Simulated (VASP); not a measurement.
# Ge in VASP: a series of runs

The runs below take Ge through single point, with PBE+D3(BJ).

Everything below comes from runs of VASP 6.6.1. Logs are shortened: lines on timing, memory, paths and dates and some standing lists are left out, and cuts for length are marked.

### 1 The cell of the first run

The cell holds a slab with vacuum, 2 atoms: a = 4.224 Å, b = 4.224 Å, c = 28.000 Å, α = 90.00°, β = 90.00°, γ = 120.00°.

### 2 Single point, PBE+D3(BJ)

The input, INCAR:

```
ALGO = Normal
DIPOL = 0.5 0.5 0.500
EDIFF = 1E-6
ENCUT = 520
GGA = PE
IDIPOL = 3
ISIF = 2
ISMEAR = 0
IVDW = 12
LASPH = True
LCHARG = False
LDIPOL = True
LREAL = False
LWAVE = False
NBANDS = 21
NELM = 100
PREC = Accurate
SIGMA = 0.1
```

The input, KPOINTS:

```
k-points
0
Gamma
  12 12 1
```

The input, POSCAR:

```
Ge
1.0
    4.2240000000      0.0000000000      0.0000000000
   -2.1120000000      3.6580913056      0.0000000000
    0.0000000000      0.0000000000     28.0000000000
Ge
2
Direct
    0.3333333333      0.6666666667      0.5026250000
    0.6666666667      0.3333333333      0.4973750000
```

Potentials or basis: VASP PAW PBE potentials, release 64 (Ge_d).

Started as:

```
cat potpaw_PBE.64/Ge_d/POTCAR > POTCAR
mpirun -np 1 vasp_std > vasp.out
```

OUTCAR:

```text
EDIFF = 1E-6
   ENCUT = 520
   GGA = PE
   ISIF = 2
   ISMEAR = 0
   IVDW = 12
   LASPH = True
   LREAL = False
   NELM = 100
   PREC = Accurate
 IVDW          = 12

 ion  position               nearest neighbor table
   1  0.333  0.667  0.503-   2 2.44   2 2.44   2 2.44
   2  0.667  0.333  0.497-   1 2.44   1 2.44   1 2.44

  LATTYP: Found a hexagonal cell.
 ALAT       =     4.2240000000
 C/A-ratio  =     6.6287878788

  Lattice vectors:

 A1 = (   4.2240000000,   0.0000000000,   0.0000000000)
 A2 = (  -2.1120000000,   3.6580913056,   0.0000000000)
 A3 = (   0.0000000000,   0.0000000000,  28.0000000000)

Analysis of symmetry for initial positions (statically):
=====================================================================
 Subroutine PRICEL returns:
 Original cell was already a primitive cell.

 Routine SETGRP: Setting up the symmetry group for a
 hexagonal supercell.

 Subroutine GETGRP returns: Found 12 space group operations
 (whereof 12 operations were pure point group operations)
 out of a pool of 24 trial point group operations.

The static configuration has the point symmetry D_3d.

Analysis of symmetry for dynamics (positions and initial velocities):
=====================================================================
 Subroutine PRICEL returns:
 Original cell was already a primitive cell.

 Routine SETGRP: Setting up the symmetry group for a
 hexagonal supercell.

 Subroutine GETGRP returns: Found 12 space group operations
 (whereof 12 operations were pure point group operations)
 out of a pool of 24 trial point group operations.

The dynamic configuration has the point symmetry D_3d.

 Subroutine INISYM returns: Found 12 space group operations
 (whereof 12 operations are pure point group operations),
 and found     1 'primitive' translations

----------------------------------------------------------------------------------------

                                     Primitive cell

  volume of cell :     432.6498

  direct lattice vectors                    reciprocal lattice vectors
     4.224000000  0.000000000  0.000000000     0.236742424  0.136683302  0.000000000
    -2.112000000  3.658091306  0.000000000     0.000000000  0.273366605  0.000000000
     0.000000000  0.000000000 28.000000000     0.000000000  0.000000000  0.035714286

  length of vectors
     4.224000000  4.224000000 28.000000000     0.273366605  0.273366605  0.035714286

  position of ions in fractional coordinates (direct lattice)
     0.333333333  0.666666667  0.502625000
     0.666666667  0.333333333  0.497375000

  ion indices of the primitive-cell ions
   primitive index   ion index
                 1           1
                 2           2

----------------------------------------------------------------------------------------

 KPOINTS: k-points

Automatic generation of k-mesh.
 Grid dimensions read from file:
 generate k-points for:   12   12    1

 Generating k-lattice:

  Cartesian coordinates                     Fractional coordinates (reciprocal lattice)
     0.019728535  0.011390275  0.000000000     0.083333333  0.000000000  0.000000000
     0.000000000  0.022780550  0.000000000     0.000000000  0.083333333  0.000000000
     0.000000000  0.000000000  0.035714286     0.000000000  0.000000000  1.000000000

  Length of vectors
     0.022780550  0.022780550  0.035714286

  Shift w.r.t. Gamma in fractional coordinates (k-lattice)
     0.000000000  0.000000000  0.000000000

 Subroutine IBZKPT returns following result:
 ===========================================

 Found     19 irreducible k-points:

 Following reciprocal coordinates:
            Coordinates               Weight
  0.000000  0.000000  0.000000      1.000000
  0.083333  0.000000  0.000000      6.000000
  0.166667  0.000000  0.000000      6.000000
  0.250000  0.000000  0.000000      6.000000
  0.333333 -0.000000  0.000000      6.000000
  0.416667  0.000000  0.000000      6.000000
[... 11 lines left out ...]
  0.333333  0.250000  0.000000     12.000000
  0.333333  0.333333  0.000000      2.000000
   k-points           NKPTS =     19   k-points in BZ     NKDIM =     19   number of bands    NBANDS=     21
   number of dos      NEDOS =    301   number of ions     NIONS =      2
   total plane-waves  NPLWV = 215040
   dimension x,y,z NGX =    32 NGY =   32 NGZ =  210
   dimension x,y,z NGXF=    64 NGYF=   64 NGZF=  420
   ions per type =               2
   NGX,Y,Z   is equivalent  to a cutoff of  12.59, 12.59, 12.47 a.u.
   NGXF,Y,Z  is equivalent  to a cutoff of  25.19, 25.19, 24.94 a.u.
 SYSTEM =  unknown system
   PREC   = accura    normal or accurate (medium, high low for compatibility)
   ISTART =      0    job   : 0-new  1-cont  2-samecut
   ICHARG =      2    charge: 1-file 2-atom 10-const
   ISPIN  =      1    spin polarized calculation?
   LNONCOLLINEAR =      F non collinear calculations
   LSORBIT =      F    spin-orbit coupling
   LASPH  =      T    aspherical Exc in radial PAW
   ENCUT  =  520.0 eV  38.22 Ry    6.18 a.u.   7.85  7.85 52.06*2*pi/ulx,y,z
   NELM   =    100;   NELMIN=  2; NELMDL= -5     # of ELM steps
   EDIFF  = 0.1E-05   stopping-criterion for ELM
   LREAL  =      F    real-space projection
   EDIFFG = 0.1E-04   stopping-criterion for IOM
   NSW    =      0    number of steps for IOM
   IBRION =     -1    ionic relax: 0-MD 1-quasi-New 2-CG
   NFREE  =      0    steps in history (QN), initial steepest desc. (CG)
   ISIF   =      2    stress and relaxation
   ISYM   =      2    0-nonsym 1-usesym 2-fastsym
   POTIM  = 0.5000    time-step for ionic-motion
   TEBEG  =    0.0;   TEEND  =   0.0 temperature during run
   PSTRESS=    0.0 pullay stress
   NELECT =      28.0000    total number of electrons
   NUPDOWN=      -1.0000    fix difference up-down
   EMIN   =  10.00;   EMAX   =-10.00  energy-range for DOS
   EFERMI =   0.00;   METHOD = LEGACY
   ISMEAR =     0;   SIGMA  =   0.10  broadening in eV -4-tet -1-fermi 0-gaus
   EFERMI_NEDOS =   21; number of points for ismear=-14 and -15
   IALGO  =     38    algorithm
   IMIX   =      4    mixing-type and parameters
     AMIX     =   0.40;   BMIX     =  1.00
     AMIX_MAG =   1.60;   BMIX_MAG =  1.00
  volume/ion in A,a.u.               =     216.32      1459.83
  Fermi-wavevector in a.u.,A,eV,Ry     =   0.657277  1.242074  5.877901  0.432014
  Thomas-Fermi vector in A             =   1.728734
   LORBIT       =      0    0 simple, 1 ext, 2 COOP (PROOUT), +10 PAW based schemes
   GGA     = PE    functional components
   LHFCALC =     F    Hartree Fock is set to
   AEXX    =    0.0000 exact exchange contribution
   IVDW    =    12    specifies the selected vdW correction
   LEPSILON=     F    determine dielectric tensor
   LRPA    =     F    only Hartree local field effects (RPA)
 non-spin polarized calculation
 Gauss-broadening in eV      SIGMA  =   0.10
  energy-cutoff  :      520.00
  volume of cell :      432.65
 maximum number of plane-waves:     11693
 NGX is ok and might be reduce to    32
   NGX = 15   NGY = 15   NGZ =105

 number of electron      27.9999984 magnetization

 dipolmoment           0.000000      0.000000     -0.000000 electrons x Angstroem

 Free energy of the ion-electron system (eV)
  ---------------------------------------------------
  ext. energy  EPLUGINS =         0.00000000
  ---------------------------------------------------
  free energy    TOTEN  =        -7.80581279 eV

  energy without entropy =       -7.80101161  energy(sigma->0) =       -7.80341220

 E-fermi :  -3.8162     XC(G=0):  -1.5638

 val. band max:       -3.8322864441   @ k =   0.3333   0.2500   0.0000
 cond. band min:      -3.3293815616   @ k =   0.3333   0.3333   0.0000
 fundamental gap:      0.5029048825
 Fermi energy:        -3.8161830842

 k-point     1 :       0.0000    0.0000    0.0000
  band No.  band energies     occupation
      1     -28.5616      2.00000
      2     -28.5357      2.00000
      3     -28.5357      2.00000
      4     -28.5037      2.00000
      5     -28.5037      2.00000
      6     -28.3967      2.00000
[... 13 lines left out ...]
     20       1.0562      0.00000
     21       1.4609      0.00000

 k-point     2 :       0.0833    0.0000    0.0000
  band No.  band energies     occupation
      1     -28.5629      2.00000
      2     -28.5448      2.00000
      3     -28.5427      2.00000
      4     -28.5031      2.00000
      5     -28.5010      2.00000
      6     -28.3935      2.00000
[... 13 lines left out ...]
     20       1.1128      0.00000
     21       1.2408      0.00000

 k-point     3 :       0.1667    0.0000    0.0000
  band No.  band energies     occupation
      1     -28.5722      2.00000
      2     -28.5642      2.00000
      3     -28.5511      2.00000
      4     -28.5037      2.00000
      5     -28.4951      2.00000
      6     -28.3952      2.00000
[... 13 lines left out ...]
     20       1.0775      0.00000
     21       1.3797      0.00000

 k-point     4 :       0.2500    0.0000    0.0000
  band No.  band energies     occupation
      1     -28.5904      2.00000
      2     -28.5848      2.00000
      3     -28.5519      2.00000
      4     -28.5058      2.00000
      5     -28.4875      2.00000
      6     -28.4023      2.00000
[... 13 lines left out ...]
     20       1.6271      0.00000
     21       1.7678      0.00000

 k-point     5 :       0.3333   -0.0000    0.0000
  band No.  band energies     occupation
      1     -28.6073      2.00000
      2     -28.6018      2.00000
      3     -28.5504      2.00000
      4     -28.5083      2.00000
      5     -28.4791      2.00000
      6     -28.4109      2.00000
[... 13 lines left out ...]
     20       2.3137      0.00000
     21       2.7093      0.00000

 k-point     6 :       0.4167    0.0000    0.0000
  band No.  band energies     occupation
      1     -28.6186      2.00000
      2     -28.6128      2.00000
      3     -28.5490      2.00000
      4     -28.5102      2.00000
      5     -28.4717      2.00000
      6     -28.4185      2.00000
[... 13 lines left out ...]
     20       3.1771      0.00000
     21       3.3219      0.00000

 k-point     7 :       0.5000    0.0000    0.0000
  band No.  band energies     occupation
      1     -28.6226      2.00000
      2     -28.6166      2.00000
      3     -28.5485      2.00000
      4     -28.5109      2.00000
      5     -28.4685      2.00000
      6     -28.4217      2.00000
[... 13 lines left out ...]
     20       3.5226      0.00000
     21       3.8655      0.00000
[... 171 lines left out ...]
      1     -28.6446      2.00000
      2     -28.5858      2.00000
      3     -28.5541      2.00000
      4     -28.5128      2.00000
      5     -28.4652      2.00000
      6     -28.4230      2.00000
[... 13 lines left out ...]
     20       3.1043      0.00000
     21       3.2459      0.00000

 k-point    16 :       0.4167    0.1667    0.0000
  band No.  band energies     occupation
      1     -28.6490      2.00000
      2     -28.5876      2.00000
      3     -28.5535      2.00000
      4     -28.5136      2.00000
      5     -28.4609      2.00000
      6     -28.4274      2.00000
[... 13 lines left out ...]
     20       2.9747      0.00000
     21       3.7536      0.00000

 k-point    17 :       0.2500    0.2500    0.0000
  band No.  band energies     occupation
      1     -28.6480      2.00000
      2     -28.5774      2.00000
      3     -28.5578      2.00000
      4     -28.5134      2.00000
      5     -28.4642      2.00000
      6     -28.4235      2.00000
[... 13 lines left out ...]
     20       3.0187      0.00000
     21       3.1684      0.00000

 k-point    18 :       0.3333    0.2500    0.0000
  band No.  band energies     occupation
      1     -28.6567      2.00000
      2     -28.5755      2.00000
      3     -28.5592      2.00000
      4     -28.5152      2.00000
      5     -28.4549      2.00000
      6     -28.4326      2.00000
[... 13 lines left out ...]
     20       3.4419      0.00000
     21       3.7226      0.00000

 k-point    19 :       0.3333    0.3333    0.0000
  band No.  band energies     occupation
      1     -28.6609      2.00000
      2     -28.5664      2.00000
      3     -28.5664      2.00000
      4     -28.5161      2.00000
      5     -28.4436      2.00000
      6     -28.4436      2.00000
[... 13 lines left out ...]
     20       3.3279      0.00000
     21       3.3279      0.00000

------------------------ aborting loop because EDIFF is reached ----------------------------------------

 vacuum level on the upper side and lower side of the slab       (xc-potential included)        -0.006        -0.006

 Edisp (eV)   -0.27863

 E8    (eV) :    -0.1330

  FORCE on cell =-STRESS in cart. coord.  units (eV):
  Direction    XX          YY          ZZ          XY          YZ          ZX
  --------------------------------------------------------------------------------------
  -------------------------------------------------------------------------------------
  Total      -1.75053    -1.75053     0.02748     0.00000     0.00000    -0.00000
  in kB      -6.48250    -6.48250     0.10178     0.00000     0.00000    -0.00000
  external pressure =       -4.29 kB  Pullay stress =        0.00 kB

 VOLUME and BASIS-vectors are now :
 -----------------------------------------------------------------------------
  energy-cutoff  :      520.00
  volume of cell :      432.65
      direct lattice vectors                 reciprocal lattice vectors
     4.224000000  0.000000000  0.000000000     0.236742424  0.136683302  0.000000000
    -2.112000000  3.658091306  0.000000000     0.000000000  0.273366605  0.000000000
     0.000000000  0.000000000 28.000000000     0.000000000  0.000000000  0.035714286

 POSITION                                       TOTAL-FORCE (eV/Angst)
 -----------------------------------------------------------------------------------
     -0.00000      2.43873     14.07350         0.000000     -0.000000      0.292752
      2.11200      1.21936     13.92650        -0.000000      0.000000     -0.292752
 -----------------------------------------------------------------------------------
    total drift:                               -0.000000      0.000000     -0.000000

  FREE ENERGIE OF THE ION-ELECTRON SYSTEM (eV)
  ---------------------------------------------------
  free  energy   TOTEN  =        -8.0844469100 eV

  energy  without entropy=       -8.0796457304  energy(sigma->0) =       -8.08204632

 vacuum level on the upper side and lower side of the slab         1.016         1.016
```

Run time: 3.3 min. Hardware: 1 thread of Intel Xeon Platinum 8259CL at 2.50GHz (Skylake/Cascade Lake), shared host; peak memory 0.56 GiB.

Results:

| Item | Value |
| --- | --- |
| Free energy | -8.0844 eV |
| Largest force | 0.293 eV/Å |
| Band gap on the k mesh | zero (bands 14 and 15 overlap by 1.70 eV) |
| Dispersion energy per atom | -0.139 eV |

Forces in eV/Å, atoms in the order of the input:
```
Ge   0.000  0.000  0.293
Ge   0.000  0.000 -0.293
```

Levels at points of the mesh, in eV from the Fermi level:
```tsv
k point	band 11	band 12	band 13	band 14	band 15	band 16	band 17	band 18
(0.00, 0.00, 0.00)	-11.17	-2.37	-1.52	-1.21	-1.21	3.38	3.38	3.55
(0.50, 0.00, 0.00)	-9.37	-7.60	-2.53	-0.44	0.63	1.26	6.15	6.51
```

### 3 Single point, PBE+D3(BJ)

The input, INCAR:

```
SYSTEM = Ge
PREC = Accurate ; ENCUT = 520
EDIFF = 1E-7 ; ISMEAR = 0
SIGMA = 0.1 ; LREAL = .False.
LASPH = .True. ; NELM = 60
ALGO = Normal ; ISIF = 2
LWAVE = .False. ; LCHARG = .True.
LDIPOL = .True. ; IDIPOL = 3
DIPOL = 0.5 0.5 0.500 ; GGA = PE
IVDW = 12 ; LELF = .True.
LVHAR = .True. ; LVACPOTAV = .True.
NBANDS = 21
```

The input, KPOINTS:

```
Automatic mesh
0
Gamma
  12 12 1
  0 0 0
```

The input, POSCAR:

```
Ge
1.0
    4.2240000000      0.0000000000      0.0000000000
   -2.1120000000      3.6580913056      0.0000000000
    0.0000000000      0.0000000000     28.0000000000
Ge
2
Direct
    0.3333333333      0.6666666667      0.5078571429
    0.6666666667      0.3333333333      0.4921428571
```

Potentials or basis: VASP PAW PBE potentials, release 64 (Ge_d).

Started as:

```
cat potpaw_PBE.64/Ge_d/POTCAR > POTCAR
mpirun -np 1 vasp_std > vasp.out
```

OUTCAR:

```text
SYSTEM = Ge
   PREC = Accurate
   ENCUT = 520
   EDIFF = 1E-7
   ISMEAR = 0
   LREAL = .False.
   LASPH = .True.
   NELM = 60
   ISIF = 2
   GGA = PE
   IVDW = 12
 IVDW          = 12

 ion  position               nearest neighbor table
   1  0.333  0.667  0.508-   2 2.48   2 2.48   2 2.48
   2  0.667  0.333  0.492-   1 2.48   1 2.48   1 2.48

  LATTYP: Found a hexagonal cell.
 ALAT       =     4.2240000000
 C/A-ratio  =     6.6287878788

  Lattice vectors:

 A1 = (   4.2240000000,   0.0000000000,   0.0000000000)
 A2 = (  -2.1120000000,   3.6580913056,   0.0000000000)
[... 641 lines left out ...]

 Edisp (eV)   -0.27859

 E8    (eV) :    -0.1330

  FORCE on cell =-STRESS in cart. coord.  units (eV):
  Direction    XX          YY          ZZ          XY          YZ          ZX
  --------------------------------------------------------------------------------------
  -------------------------------------------------------------------------------------
  Total      -2.17722    -2.17722     0.18305     0.00000     0.00000    -0.00000
  in kB      -8.06263    -8.06263     0.67788     0.00000     0.00000    -0.00000
  external pressure =       -5.15 kB  Pullay stress =        0.00 kB

 VOLUME and BASIS-vectors are now :
 -----------------------------------------------------------------------------
  energy-cutoff  :      520.00
  volume of cell :      432.65
      direct lattice vectors                 reciprocal lattice vectors
     4.224000000  0.000000000  0.000000000     0.236742424  0.136683302  0.000000000
    -2.112000000  3.658091306  0.000000000     0.000000000  0.273366605  0.000000000
     0.000000000  0.000000000 28.000000000     0.000000000  0.000000000  0.035714286

 POSITION                                       TOTAL-FORCE (eV/Angst)
 -----------------------------------------------------------------------------------
     -0.00000      2.43873     14.22000        -0.000000      0.000000      0.446975
      2.11200      1.21936     13.78000         0.000000     -0.000000     -0.446975
 -----------------------------------------------------------------------------------
    total drift:                               -0.000000      0.000000      0.000000

  FREE ENERGIE OF THE ION-ELECTRON SYSTEM (eV)
  ---------------------------------------------------
  free  energy   TOTEN  =        -8.2141442084 eV

  energy  without entropy=       -8.2126186810  energy(sigma->0) =       -8.21338144

 vacuum level on the upper side and lower side of the slab         1.005         1.005
```

OSZICAR:

```text
N       E                     dE             d eps       ncg     rms          rms(c)
DAV:   1     0.153140932712E+03    0.15314E+03   -0.13506E+04   950   0.124E+03
DAV:   2     0.887336252590E+01   -0.14427E+03   -0.14030E+03  1073   0.252E+02
DAV:   3    -0.728185654144E+01   -0.16155E+02   -0.16091E+02  1062   0.105E+02
DAV:   4    -0.798781918312E+01   -0.70596E+00   -0.70545E+00  1030   0.261E+01
[... 12 lines left out ...]
DAV:  17    -0.793553494636E+01   -0.73819E-05   -0.26480E-07   823   0.649E-03    0.340E-04
DAV:  18    -0.793554383186E+01   -0.88855E-05   -0.23676E-07   744   0.152E-03    0.245E-04
DAV:  19    -0.793554842528E+01   -0.45934E-05   -0.12880E-07   790   0.175E-03    0.148E-04
DAV:  20    -0.793554996522E+01   -0.15399E-05   -0.28685E-08   764   0.147E-03    0.931E-05
DAV:  21    -0.793555005090E+01   -0.85672E-07   -0.16954E-09   707   0.819E-04
   1 F= -.82141442E+01 E0= -.82133814E+01  d E =-.152553E-02
```

Wall time 3.6 min (1 thread of Intel Xeon Platinum 8259CL at 2.50GHz (Skylake/Cascade Lake), shared host); peak memory 0.57 GiB.

Results:

* Free energy: -8.2141 eV
* Largest force: 0.447 eV/Å
* Band gap on the k mesh: zero (bands 14 and 15 overlap by 1.15 eV)
* Dispersion energy per atom: -0.139 eV
* Work function of the upper face: 4.60 eV
* Work function of the lower face: 4.60 eV

Forces in eV/Å, atoms in the order of the input:
```
Ge   0.000  0.000  0.447
Ge   0.000  0.000 -0.447
```

The gap in the log of VASP goes by the Fermi energy; the results here count the filled bands.